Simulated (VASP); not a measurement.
# ScNb (P-6m2) in VASP: a series of runs, part 2 of 2

VASP 6.6.1.

## 5. Single point, revPBE

INCAR

```
PREC     = Accurate       # precision mode
ENCUT    = 520            # plane-wave cutoff, eV
EDIFF    = 1E-6           # SCF threshold, eV
ISMEAR   = 0              # smearing method
SIGMA    = 0.1            # smearing width, eV
LREAL    = F              # projectors in reciprocal space
LASPH    = T              # aspherical terms in the spheres
NELM     = 100            # most SCF steps
ALGO     = Normal         # electronic algorithm
ISIF     = 2              # what is computed and relaxed
LWAVE    = F              # write WAVECAR
LCHARG   = F              # write CHGCAR
GGA      = RE             # functional
NBANDS   = 19             # bands
```

KPOINTS

```
regular mesh
0
Gamma
  6 6 4
```

POSCAR

```
ScNb
1.0
    3.0656443612      0.0000000000      0.0000000000
   -1.5328221806      2.6549258957      0.0000000000
    0.0000000000      0.0000000000      5.0721940000
Sc Nb
1 1
Direct
    0.0000000000      0.0000000000      0.0000000000
    0.3333333333      0.6666666667      0.5000000000
```

Potentials or basis: VASP PAW PBE potentials, release 64 (Sc_sv, Nb_sv).

Command:

```
$ cat potpaw_PBE.64/Sc_sv/POTCAR potpaw_PBE.64/Nb_sv/POTCAR > POTCAR
$ mpirun -np 1 vasp_std > vasp.out
```

OUTCAR:

```text
PREC = Accurate
   ENCUT = 520
   EDIFF = 1E-6
   ISMEAR = 0
   LREAL = F
   LASPH = T
   NELM = 100
   ISIF = 2
   GGA = RE

 ion  position               nearest neighbor table
   1  0.000  0.000  0.000-   2 3.09   2 3.09   2 3.09   2 3.09   2 3.09   2 3.09
   2  0.333  0.667  0.500-   1 3.09   1 3.09   1 3.09   1 3.09   1 3.09   1 3.09

  LATTYP: Found a hexagonal cell.
 ALAT       =     3.0656443612
 C/A-ratio  =     1.6545278585

  Lattice vectors:
[... 643 lines left out ...]
     19      14.6106      0.00000

------------------------ aborting loop because EDIFF is reached ----------------------------------------

  FORCE on cell =-STRESS in cart. coord.  units (eV):
  Direction    XX          YY          ZZ          XY          YZ          ZX
  --------------------------------------------------------------------------------------
  -------------------------------------------------------------------------------------
  Total        0.2703471      0.2703471      0.5856136      0.0000000      0.0000000      0.0000000
  in kB       10.4920974     10.4920974     22.7275004      0.0000000      0.0000000      0.0000000
  external PRESSURE =      14.5705651 kB  Pullay stress =       0.0000000 kB

 VOLUME and BASIS-vectors are now :
 -----------------------------------------------------------------------------
  energy-cutoff  :      520.00
  volume of cell :       41.28
      direct lattice vectors                 reciprocal lattice vectors
     3.065644361  0.000000000  0.000000000     0.326195697  0.188329174  0.000000000
    -1.532822181  2.654925896  0.000000000     0.000000000  0.376658347  0.000000000
     0.000000000  0.000000000  5.072194000     0.000000000  0.000000000  0.197153342

 POSITION                                       TOTAL-FORCE (eV/Angst)
 -----------------------------------------------------------------------------------
      0.00000      0.00000      0.00000         0.000000     -0.000000      0.000000
     -0.00000      1.76995      2.53610        -0.000000      0.000000      0.000000
 -----------------------------------------------------------------------------------
    total drift:                                0.000000     -0.000000     -0.000000

  FREE ENERGIE OF THE ION-ELECTRON SYSTEM (eV)
  ---------------------------------------------------
  free  energy   TOTEN  =       -15.3813204537 eV

  energy  without entropy=      -15.3706104535  energy(sigma->0) =      -15.37596545
```

OSZICAR:

```text
N       E                     dE             d eps       ncg     rms          rms(c)
DAV:   1     0.263559914749E+03    0.26356E+03   -0.11909E+04   798   0.135E+03
DAV:   2     0.422243452473E+01   -0.25934E+03   -0.25537E+03   798   0.475E+02
DAV:   3    -0.153029035766E+02   -0.19525E+02   -0.18878E+02  1527   0.114E+02
DAV:   4    -0.164048254886E+02   -0.11019E+01   -0.10837E+01  1112   0.219E+01
DAV:   5    -0.164839567588E+02   -0.79131E-01   -0.78998E-01  1499   0.484E+00    0.869E+00
DAV:   6    -0.156348265772E+02    0.84913E+00   -0.39072E+00  1132   0.172E+01    0.368E+00
DAV:   7    -0.155655388070E+02    0.69288E-01   -0.38183E+00  1404   0.884E+00    0.270E+00
DAV:   8    -0.153802576704E+02    0.18528E+00   -0.95050E-01  1202   0.618E+00    0.107E+00
DAV:   9    -0.153811389112E+02   -0.88124E-03   -0.22443E-02  1198   0.146E+00    0.170E-01
DAV:  10    -0.153813335488E+02   -0.19464E-03   -0.20026E-03  1396   0.344E-01    0.530E-02
DAV:  11    -0.153813339064E+02   -0.35756E-06   -0.18505E-04  1408   0.121E-01    0.239E-02
DAV:  12    -0.153813229511E+02    0.10955E-04   -0.64618E-05  1267   0.511E-02    0.843E-03
DAV:  13    -0.153813205376E+02    0.24134E-05   -0.68918E-06   931   0.176E-02    0.240E-03
DAV:  14    -0.153813204537E+02    0.83966E-07   -0.69680E-07   549   0.742E-03
   1 F= -.15381320E+02 E0= -.15375965E+02  d E =-.107100E-01
```

stdout:

```text
POSCAR found type information on POSCAR ScNb
 POSCAR found :  2 types and       2 ions
 scaLAPACK will be used
 -----------------------------------------------------------------------------
|                                                                             |
|                                                                             |
|     You enforced a specific xc type in the INCAR file but a different       |
|     I HOPE YOU KNOW WHAT YOU ARE DOING!                                     |
|                                                                             |
 -----------------------------------------------------------------------------

 LDA part: xc-table for (Slater+PW92), standard interpolation
 POSCAR, INCAR and KPOINTS ok, starting setup
 FFT: planning ... GRIDC
 FFT: planning ... GRID_SOFT
 FFT: planning ... GRID
 WAVECAR not read
 entering main loop
```

Wall time 30 s (1 thread of AMD EPYC 7R43 (Zen 3), shared host); peak memory 0.13 GiB.

What came out:

```yaml
Free_energy: -15.3813 eV
Pressure: 1.5 GPa
Band_gap_on_the_k_mesh: zero (band 12 reaches 7.88 eV, above the bottom of band 13 at 6.89 eV)
```

Caveat: the k points lie up to 0.39 Å⁻¹ apart; the PAW data sets were made with another functional, which shifts forces and pressure a little.

## 6. The runs side by side

| level | spin | U | k mesh | smearing | LDAUTYPE | hund's J | gap on the mesh (eV) | pressure (GPa) |
| --- | --- | --- | --- | --- | --- | --- | --- | --- |
| PBE+U | off | Nb d U = 4.6 eV, J = 0.64 eV | 3 × 3 × 2 | fermi-dirac 0.051704 eV | 1 | 0.64 | none | 1.7 |
| PBE | collinear, antiferromagnetic start | - | 3 × 3 × 1 | gaussian 0.1 eV | - | - | none | -1.5 |
| PBE | off | - | 6 × 6 × 4 | gaussian 0.1 eV | - | - | none | -0.4 |
| revPBE | off | - | 6 × 6 × 4 | gaussian 0.1 eV | - | - | none | 1.5 |

Alike in all rows: task single point; potentials or basis VASP PAW PBE potentials, release 64 (Sc_sv, Nb_sv); cell as given; cutoff (eV) 520.

Caveats: all runs use coarse meshes; U without spin polarisation on a metal has little footing (some runs); the U is typed as a test and isn't derived for this compound (some runs); the PAW data sets were made with another functional, which shifts forces and pressure a little (some runs).

Total energies depend on the potentials used, so only differences within one code and one set of settings carry meaning.
